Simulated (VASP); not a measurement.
# Cd (P6_3/mmc) in VASP: notebook

The runs below take Cd through single point, with PBE.

All numbers are computed with VASP 6.6.1; they aren't measurements. Logs are shortened: lines on timing, memory, paths and dates and some standing lists are left out, and cuts for length are marked.

### 1 The cell of the first run

It takes space group P6_3/mmc (No. 194, hexagonal). Conventional cell: a = 3.511 Å, b = 3.511 Å, c = 9.014 Å, α = 90.00°, β = 90.00°, γ = 120.00°. Within 2.1 Å of Cd (site symmetry 3m) lie 1 Cd at 1.60 Å.

### 2 Single point, PBE

The input, INCAR:

```
SYSTEM = Cd
ALGO = Normal
EDIFF = 1E-6
ENCUT = 520
GGA = PE
ISIF = 2
ISMEAR = 0
LASPH = .True.
LCHARG = .False.
LREAL = .False.
LWAVE = .False.
NBANDS = 32
NELM = 60
PREC = Accurate
SIGMA = 0.1
```

The input, KPOINTS:

```
k-points
0
Gamma
  6 6 2
  0 0 0
```

The input, POSCAR:

```
Cd
1.0
    3.5109183412      0.0000000000      0.0000000000
   -1.7554591706      3.0405444740      0.0000000000
    0.0000000000      0.0000000000      9.0137806431
Cd
4
Direct
    0.3333333333      0.6666666667      0.1610000000
    0.6666666667      0.3333333333      0.6610000000
    0.3333333333      0.6666666667      0.3390000000
    0.6666666667      0.3333333333      0.8390000000
```

Potentials or basis: VASP PAW PBE potentials, release 64 (Cd).

Launch:

```bash
$ cat potpaw_PBE.64/Cd/POTCAR > POTCAR
$ mpirun -np 1 vasp_std > vasp.out
```

OUTCAR:

```text
SYSTEM = Cd
   EDIFF = 1E-6
   ENCUT = 520
   GGA = PE
   ISIF = 2
   ISMEAR = 0
   LASPH = .True.
   LREAL = .False.
   NELM = 60
   PREC = Accurate

 ion  position               nearest neighbor table
   1  0.333  0.667  0.161-   3 1.60   4 3.54   4 3.54   4 3.54
   2  0.667  0.333  0.661-   4 1.60   3 3.54   3 3.54   3 3.54
   3  0.333  0.667  0.339-   1 1.60   2 3.54   2 3.54   2 3.54
   4  0.667  0.333  0.839-   2 1.60   1 3.54   1 3.54   1 3.54

 -----------------------------------------------------------------------------
|                                                                             |
|           W    W    AA    RRRRR   N    N  II  N    N   GGGG   !!!           |
|           W    W   A  A   R    R  NN   N  II  NN   N  G    G  !!!           |
|           W    W  A    A  R    R  N N  N  II  N N  N  G       !!!           |
|           W WW W  AAAAAA  RRRRR   N  N N  II  N  N N  G  GGG   !            |
|           WW  WW  A    A  R   R   N   NN  II  N   NN  G    G                |
|           W    W  A    A  R    R  N    N  II  N    N   GGGG   !!!           |
|                                                                             |
|     The distance between some ions is very small. Please check the          |
|     nearest-neighbor list in the OUTCAR file.                               |
|     I HOPE YOU KNOW WHAT YOU ARE DOING!                                     |
|                                                                             |
 -----------------------------------------------------------------------------

  LATTYP: Found a hexagonal cell.
 ALAT       =     3.5109183412
 C/A-ratio  =     2.5673569611

  Lattice vectors:

 A1 = (   3.5109183412,   0.0000000000,   0.0000000000)
 A2 = (  -1.7554591706,   3.0405444740,   0.0000000000)
 A3 = (   0.0000000000,   0.0000000000,   9.0137806431)

Analysis of symmetry for initial positions (statically):
=====================================================================
 Subroutine PRICEL returns:
 Original cell was already a primitive cell.

 Routine SETGRP: Setting up the symmetry group for a
 hexagonal supercell.

 Subroutine GETGRP returns: Found 24 space group operations
 (whereof 12 operations were pure point group operations)
 out of a pool of 24 trial point group operations.

The static configuration has the point symmetry D_3d.
 The point group associated with its full space group is D_6h.

Analysis of symmetry for dynamics (positions and initial velocities):
=====================================================================
 Subroutine PRICEL returns:
 Original cell was already a primitive cell.

 Routine SETGRP: Setting up the symmetry group for a
 hexagonal supercell.

 Subroutine GETGRP returns: Found 24 space group operations
 (whereof 12 operations were pure point group operations)
 out of a pool of 24 trial point group operations.

The dynamic configuration has the point symmetry D_3d.
 The point group associated with its full space group is D_6h.

 Subroutine INISYM returns: Found 24 space group operations
 (whereof 12 operations are pure point group operations),
 and found     1 'primitive' translations

----------------------------------------------------------------------------------------

                                     Primitive cell

  volume of cell :      96.2230

  direct lattice vectors                    reciprocal lattice vectors
     3.510918341  0.000000000  0.000000000     0.284825764  0.164444232  0.000000000
    -1.755459171  3.040544474  0.000000000     0.000000000  0.328888463  0.000000000
     0.000000000  0.000000000  9.013780643     0.000000000  0.000000000  0.110941240

  length of vectors
     3.510918341  3.510918341  9.013780643     0.328888463  0.328888463  0.110941240

  position of ions in fractional coordinates (direct lattice)
     0.333333333  0.666666667  0.161000000
     0.666666667  0.333333333  0.661000000
     0.333333333  0.666666667  0.339000000
     0.666666667  0.333333333  0.839000000

  ion indices of the primitive-cell ions
   primitive index   ion index
                 1           1
                 2           2
                 3           3
                 4           4

----------------------------------------------------------------------------------------

 KPOINTS: k-points

Automatic generation of k-mesh.
 Grid dimensions read from file:
 generate k-points for:    6    6    2

 Generating k-lattice:

  Cartesian coordinates                     Fractional coordinates (reciprocal lattice)
     0.047470961  0.027407372  0.000000000     0.166666667  0.000000000  0.000000000
     0.000000000  0.054814744  0.000000000     0.000000000  0.166666667  0.000000000
     0.000000000  0.000000000  0.055470620     0.000000000  0.000000000  0.500000000

  Length of vectors
     0.054814744  0.054814744  0.055470620

  Shift w.r.t. Gamma in fractional coordinates (k-lattice)
     0.000000000  0.000000000  0.000000000

 Subroutine IBZKPT returns following result:
 ===========================================

 Found     14 irreducible k-points:

 Following reciprocal coordinates:
            Coordinates               Weight
  0.000000  0.000000  0.000000      1.000000
  0.166667 -0.000000  0.000000      6.000000
  0.333333 -0.000000  0.000000      6.000000
  0.500000 -0.000000  0.000000      3.000000
  0.166667  0.166667  0.000000      6.000000
  0.333333  0.166667  0.000000     12.000000
  0.333333  0.333333  0.000000      2.000000
  0.000000  0.000000  0.500000      1.000000
  0.166667 -0.000000  0.500000      6.000000
  0.333333 -0.000000  0.500000      6.000000
  0.500000 -0.000000  0.500000      3.000000
  0.166667  0.166667  0.500000      6.000000
  0.333333  0.166667  0.500000     12.000000
  0.333333  0.333333  0.500000      2.000000
   k-points           NKPTS =     14   k-points in BZ     NKDIM =     14   number of bands    NBANDS=     32
   number of dos      NEDOS =    301   number of ions     NIONS =      4
   total plane-waves  NPLWV =  54880
   dimension x,y,z NGX =    28 NGY =   28 NGZ =   70
   dimension x,y,z NGXF=    56 NGYF=   56 NGZF=  140
   ions per type =               4
   NGX,Y,Z   is equivalent  to a cutoff of  13.26, 13.26, 12.91 a.u.
   NGXF,Y,Z  is equivalent  to a cutoff of  26.52, 26.52, 25.82 a.u.
 SYSTEM =  Cd
   PREC   = accura    normal or accurate (medium, high low for compatibility)
   ISTART =      0    job   : 0-new  1-cont  2-samecut
   ICHARG =      2    charge: 1-file 2-atom 10-const
   ISPIN  =      1    spin polarized calculation?
   LNONCOLLINEAR =      F non collinear calculations
   LSORBIT =      F    spin-orbit coupling
   LASPH  =      T    aspherical Exc in radial PAW
   ENCUT  =  520.0 eV  38.22 Ry    6.18 a.u.   6.53  6.53 16.76*2*pi/ulx,y,z
   NELM   =     60;   NELMIN=  2; NELMDL= -5     # of ELM steps
   EDIFF  = 0.1E-05   stopping-criterion for ELM
   LREAL  =      F    real-space projection
   EDIFFG = 0.1E-04   stopping-criterion for IOM
   NSW    =      0    number of steps for IOM
   IBRION =     -1    ionic relax: 0-MD 1-quasi-New 2-CG
   NFREE  =      0    steps in history (QN), initial steepest desc. (CG)
   ISIF   =      2    stress and relaxation
   ISYM   =      2    0-nonsym 1-usesym 2-fastsym
   POTIM  = 0.5000    time-step for ionic-motion
   TEBEG  =    0.0;   TEEND  =   0.0 temperature during run
   PSTRESS=    0.0 pullay stress
   NELECT =      48.0000    total number of electrons
   NUPDOWN=      -1.0000    fix difference up-down
   EMIN   =  10.00;   EMAX   =-10.00  energy-range for DOS
   EFERMI =   0.00;   METHOD = LEGACY
   ISMEAR =     0;   SIGMA  =   0.10  broadening in eV -4-tet -1-fermi 0-gaus
   EFERMI_NEDOS =   21; number of points for ismear=-14 and -15
   IALGO  =     38    algorithm
   IMIX   =      4    mixing-type and parameters
     AMIX     =   0.40;   BMIX     =  1.00
     AMIX_MAG =   1.60;   BMIX_MAG =  1.00
  volume/ion in A,a.u.               =      24.06       162.34
  Fermi-wavevector in a.u.,A,eV,Ry     =   1.298361  2.453547 22.935912  1.685742
  Thomas-Fermi vector in A             =   2.429695
   LORBIT       =      0    0 simple, 1 ext, 2 COOP (PROOUT), +10 PAW based schemes
   GGA     = PE    functional components
   LHFCALC =     F    Hartree Fock is set to
   AEXX    =    0.0000 exact exchange contribution
   IVDW    =     0    specifies the selected vdW correction
   LEPSILON=     F    determine dielectric tensor
   LRPA    =     F    only Hartree local field effects (RPA)
 non-spin polarized calculation
 Gauss-broadening in eV      SIGMA  =   0.10
  energy-cutoff  :      520.00
  volume of cell :       96.22
 maximum number of plane-waves:      2650
 NGX is ok and might be reduce to    28
   NGX = 13   NGY = 13   NGZ = 33

 number of electron      48.0000016 magnetization

 Free energy of the ion-electron system (eV)
  ---------------------------------------------------
  ext. energy  EPLUGINS =         0.00000000
  ---------------------------------------------------
  free energy    TOTEN  =        38.86351457 eV

  energy without entropy =       38.86959244  energy(sigma->0) =       38.86655351

 E-fermi :   2.3432     XC(G=0): -10.1823

 val. band max:        2.2753314647   @ k =   0.3333   0.1667   0.0000
 cond. band min:       2.5319259241   @ k =   0.3333  -0.0000   0.0000
 fundamental gap:      0.2565944594
 Fermi energy:         2.3431696498

 k-point     1 :       0.0000    0.0000    0.0000
  band No.  band energies     occupation
      1     -12.9191      2.00000
      2     -12.8917      2.00000
      3     -12.3186      2.00000
      4     -12.3186      2.00000
      5     -12.2711      2.00000
      6     -12.2711      2.00000
[... 24 lines left out ...]
     31      12.6680      0.00000
     32      12.9939      0.00000

 k-point     2 :       0.1667   -0.0000    0.0000
  band No.  band energies     occupation
      1     -12.8990      2.00000
      2     -12.8673      2.00000
      3     -12.3658      2.00000
      4     -12.3333      2.00000
      5     -12.3149      2.00000
      6     -12.2778      2.00000
[... 24 lines left out ...]
     31      11.3906      0.00000
     32      11.8554      0.00000
[... 383 lines left out ...]
     31       9.2107      0.00000
     32       9.2107      0.00000

 k-point    14 :       0.3333    0.3333    0.5000
  band No.  band energies     occupation
      1     -12.7972      2.00000
      2     -12.7972      2.00000
      3     -12.4255      2.00000
      4     -12.4255      2.00000
      5     -12.4249      2.00000
      6     -12.4249      2.00000
[... 24 lines left out ...]
     31       6.7110      0.00000
     32       6.7110      0.00000

------------------------ aborting loop because EDIFF is reached ----------------------------------------

  FORCE on cell =-STRESS in cart. coord.  units (eV):
  Direction    XX          YY          ZZ          XY          YZ          ZX
  --------------------------------------------------------------------------------------
  -------------------------------------------------------------------------------------
  Total       -0.4686499     -0.4686499    253.1340244      0.0000000      0.0000000      0.0000000
  in kB       -7.8033308     -7.8033308   4214.8491164      0.0000000      0.0000000      0.0000000
  external PRESSURE =    1399.7474850 kB  Pullay stress =       0.0000000 kB

 VOLUME and BASIS-vectors are now :
 -----------------------------------------------------------------------------
  energy-cutoff  :      520.00
  volume of cell :       96.22
      direct lattice vectors                 reciprocal lattice vectors
     3.510918341  0.000000000  0.000000000     0.284825764  0.164444232  0.000000000
    -1.755459171  3.040544474  0.000000000     0.000000000  0.328888463  0.000000000
     0.000000000  0.000000000  9.013780643     0.000000000  0.000000000  0.110941240

 POSITION                                       TOTAL-FORCE (eV/Angst)
 -----------------------------------------------------------------------------------
     -0.00000      2.02703      1.45122        -0.000000      0.000000    -80.008559
      1.75546      1.01351      5.95811         0.000000     -0.000000    -80.008559
     -0.00000      2.02703      3.05567        -0.000000      0.000000     80.008559
      1.75546      1.01351      7.56256         0.000000      0.000000     80.008559
 -----------------------------------------------------------------------------------
    total drift:                               -0.000000      0.000000     -0.000000

  FREE ENERGIE OF THE ION-ELECTRON SYSTEM (eV)
  ---------------------------------------------------
  free  energy   TOTEN  =        38.8635145737 eV

  energy  without entropy=       38.8695924447  energy(sigma->0) =       38.86655351
```

Run time: 58 s. Hardware: 1 thread of Intel Xeon 8259CL, shared host; peak memory 0.22 GiB.

What came out:

* Free energy: 38.8635 eV
* Pressure: 140.0 GPa
* Largest force: 80.009 eV/Å
* Band gap on the k mesh: zero (bands 24 and 25 overlap by 2.63 eV)

Forces on the atoms (eV/Å):
```
Cd    0.000   0.000 -80.009
Cd    0.000   0.000 -80.009
Cd    0.000   0.000  80.009
Cd    0.000   0.000  80.009
```

Stress tensor (GPa, compression positive):
```
 -0.78   0.00   0.00
  0.00  -0.78   0.00
  0.00   0.00 421.48
```

Caveat: atoms lie so close that the PAW spheres overlap strongly, which falsifies energies and pressures; the stress differs along the axes, from -1 to 421 GPa; forces of over 1 eV/Å act on the atoms, so gaps and moduli don't describe the material at rest.

[end of part 1 of 2]

The gap in the log of VASP goes by the Fermi energy; the results here count the filled bands.